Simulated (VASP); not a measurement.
# CaB6 (Pm-3m) in VASP: further runs, part 2 of 2

VASP 6.6.1.

**4. Single point, r2SCAN (9.50 Å³/atom)**

This run uses another cell than the first one, of 9.50 Å³/atom.

Input file POSCAR:

```
CaB6
1.0
    4.0516389941      0.0000000000      0.0000000000
    0.0000000000      4.0516389941      0.0000000000
    0.0000000000      0.0000000000      4.0516389941
Ca B
1 6
Direct
    0.5000000000      0.5000000000      0.5000000000
    0.0000000000      0.0000000000      0.2982067262
    0.0000000000      0.0000000000      0.7017932738
    0.2982067262      0.0000000000      0.0000000000
    0.7017932738      0.0000000000      0.0000000000
    0.0000000000      0.2982067262      0.0000000000
    0.0000000000      0.7017932738      0.0000000000
```

Input file INCAR.step1:

```
SYSTEM = CaB6
ALGO     = Normal         ! electronic algorithm
EDIFF    = 1E-4           ! SCF threshold, eV
ENCUT    = 520            ! plane-wave cutoff, eV
GGA      = PE             ! functional
ISMEAR   = -1             ! smearing method
LASPH    = .TRUE.         ! aspherical terms in the spheres
LCHARG   = .FALSE.        ! write CHGCAR
LREAL    = .FALSE.        ! projectors in reciprocal space
LWAVE    = .TRUE.         ! write WAVECAR
NBANDS   = 23             ! bands
NELM     = 60             ! most SCF steps
PREC     = Accurate       ! precision mode
SIGMA    = 0.02           ! smearing width, eV
```

Input file INCAR.step2:

```
SYSTEM = CaB6
ALGO     = Normal         ! electronic algorithm
EDIFF    = 1E-7           ! SCF threshold, eV
ENCUT    = 520            ! plane-wave cutoff, eV
ISIF     = 2              ! what is computed and relaxed
ISMEAR   = -1             ! smearing method
ISTART   = 1            
LASPH    = .TRUE.         ! aspherical terms in the spheres
LCHARG   = .FALSE.        ! write CHGCAR
LMIXTAU  = .TRUE.       
LREAL    = .FALSE.        ! projectors in reciprocal space
LWAVE    = .FALSE.        ! write WAVECAR
METAGGA  = R2SCAN         ! meta-GGA
NBANDS   = 23             ! bands
NELM     = 60             ! most SCF steps
PREC     = Accurate       ! precision mode
SIGMA    = 0.02           ! smearing width, eV
```

Input file KPOINTS:

```
k-points
0
G
  6 6 6
  0 0 0
```

Started as:

```sh
$ cat potpaw_PBE.64/Ca_sv/POTCAR potpaw_PBE.64/B/POTCAR > POTCAR
$ cp INCAR.step1 INCAR
$ mpirun -np 1 vasp_std > vasp.out
$ cp INCAR.step2 INCAR
$ mpirun -np 1 vasp_std > vasp.out
```

Run time: 82 s. Hardware: 1 thread of Intel Xeon Platinum 8488C (Sapphire Rapids), shared host; peak memory 0.18 GiB.

The run converged. Its results:

```
Free energy            : -54.2744 eV
Pressure               : 11.4 GPa
Largest force          : 0.377 eV/Å
Band gap on the k mesh : 0.12 eV (least direct gap 0.17 eV)
```

Forces in eV/Å, atoms in the order of the input:
```
Ca   0.000  0.000  0.000
B    0.000  0.000  0.377
B    0.000  0.000 -0.377
B    0.377  0.000  0.000
B   -0.377  0.000  0.000
B    0.000  0.377  0.000
B    0.000 -0.377  0.000
```

Levels at points of the mesh, in eV from the valence-band top:
```csv
k point,band 10,band 11,band 12,band 13,band 14,band 15,band 16,band 17,band 18,band 19
"(0.00, 0.00, 0.00)",-5.76,-5.76,-0.31,-0.31,-0.31,3.12,3.12,3.12,3.90,3.90
"(0.50, 0.00, 0.00)",-5.32,-2.62,-2.62,-1.88,-0.05,0.12,3.69,3.69,4.38,4.69
"(0.50, 0.50, 0.00)",-5.42,-2.98,-2.98,-1.55,-1.55,3.50,3.50,4.65,4.99,5.02
"(0.50, 0.50, 0.50)",-4.78,-4.78,-1.10,-1.10,-1.10,5.19,5.42,5.42,5.60,5.60
```

Caveat: the cell stands under pressure; the PAW data sets were made with another functional, which shifts forces and pressure a little. A k mesh can miss the band edges.

**5. Single point, r2SCAN (9.80 Å³/atom)**

This run uses another cell than the first one, of 9.80 Å³/atom.

Changes to POSCAR since step 4:

```diff
@@ -2,5 +2,5 @@
 1.0
-    4.0516389941      0.0000000000      0.0000000000
-    0.0000000000      4.0516389941      0.0000000000
-    0.0000000000      0.0000000000      4.0516389941
+    4.0942909600      0.0000000000      0.0000000000
+    0.0000000000      4.0942909600      0.0000000000
+    0.0000000000      0.0000000000      4.0942909600
 Ca B
```

Input file INCAR.step1:

```
  PREC = Accurate
  ENCUT = 520
  ISMEAR = -1
  SIGMA = 0.02
  LREAL = False
  LASPH = True
  NELM = 100
  NBANDS = 23
  GGA = PE
  ALGO = Normal
  EDIFF = 1E-4
  LWAVE = True
  LCHARG = False
```

Input file INCAR.step2:

```
  PREC = Accurate
  ENCUT = 520
  EDIFF = 1E-7
  ISMEAR = -1
  SIGMA = 0.02
  LREAL = False
  LASPH = True
  NELM = 100
  ALGO = Normal
  ISIF = 2
  LWAVE = False
  LCHARG = True
  METAGGA = R2SCAN
  LMIXTAU = True
  LELF = True
  LVHAR = True
  NBANDS = 23
  ISTART = 1
```

Input file KPOINTS:

```
Automatic mesh
0
Gamma
  6 6 6
```

Started as:

```sh
$ cat potpaw_PBE.64/Ca_sv/POTCAR potpaw_PBE.64/B/POTCAR > POTCAR
$ cp INCAR.step1 INCAR
$ mpirun -np 1 vasp_std > vasp.out
$ cp INCAR.step2 INCAR
$ mpirun -np 1 vasp_std > vasp.out
```

It took 83 s on 1 thread of Intel Xeon Platinum 8488C (Sapphire Rapids), shared host; peak memory 0.18 GiB.

The run converged. Its results:

- Free energy: -54.3874 eV
- Pressure: 5.5 GPa
- Largest force: 0.196 eV/Å
- Band gap on the k mesh: 0.12 eV

Forces in eV/Å, atoms in the order of the input:
```
Ca   0.000  0.000  0.000
B    0.000  0.000  0.196
B    0.000  0.000 -0.196
B    0.196  0.000  0.000
B   -0.196  0.000  0.000
B    0.000  0.196  0.000
B    0.000 -0.196  0.000
```

Levels at points of the mesh, in eV from the valence-band top:
| k point | band 11 | band 12 | band 13 | band 14 | band 15 | band 16 | band 17 | band 18 |
| --- | --- | --- | --- | --- | --- | --- | --- | --- |
| (0.00, 0.00, 0.00) | -5.73 | -0.30 | -0.30 | -0.30 | 3.07 | 3.07 | 3.07 | 3.82 |
| (0.50, 0.00, 0.00) | -2.56 | -2.56 | -1.87 | 0.00 | 0.12 | 3.60 | 3.60 | 4.30 |
| (0.50, 0.50, 0.00) | -2.90 | -2.90 | -1.54 | -1.54 | 3.42 | 3.42 | 4.56 | 4.88 |
| (0.50, 0.50, 0.50) | -4.69 | -1.10 | -1.10 | -1.10 | 5.02 | 5.29 | 5.29 | 5.44 |

Caveat: the cell stands under pressure; the PAW data sets were made with another functional, which shifts forces and pressure a little. A k mesh can miss the band edges.

**6. The runs side by side**

| level | cell | gap on the mesh (eV) | pressure (GPa) | largest force (eV/Å) |
| --- | --- | --- | --- | --- |
| PBE | a = 4.188 Å, 7 atoms | 0.10 | -4.2 | 0.13 |
| PBE | a = 4.228 Å, 7 atoms | 0.06 | -8.0 | 0.27 |
| r2SCAN | a = 4.052 Å, 7 atoms | 0.12 | 11.4 | 0.38 |
| r2SCAN | a = 4.094 Å, 7 atoms | 0.12 | 5.5 | 0.20 |

Alike in all rows: task single point; potentials or basis VASP PAW PBE potentials, release 64 (Ca_sv, B); no spin polarisation; k mesh 6 × 6 × 6; cutoff (eV) 520; smearing fermi-dirac 0.02 eV.

Caveats: the cell stands under tension (at least some runs); the cell stands under pressure (at least some runs); the PAW data sets were made with another functional, which shifts forces and pressure a little (at least some runs).

Absolute energies hang on the potentials; compare differences alone.
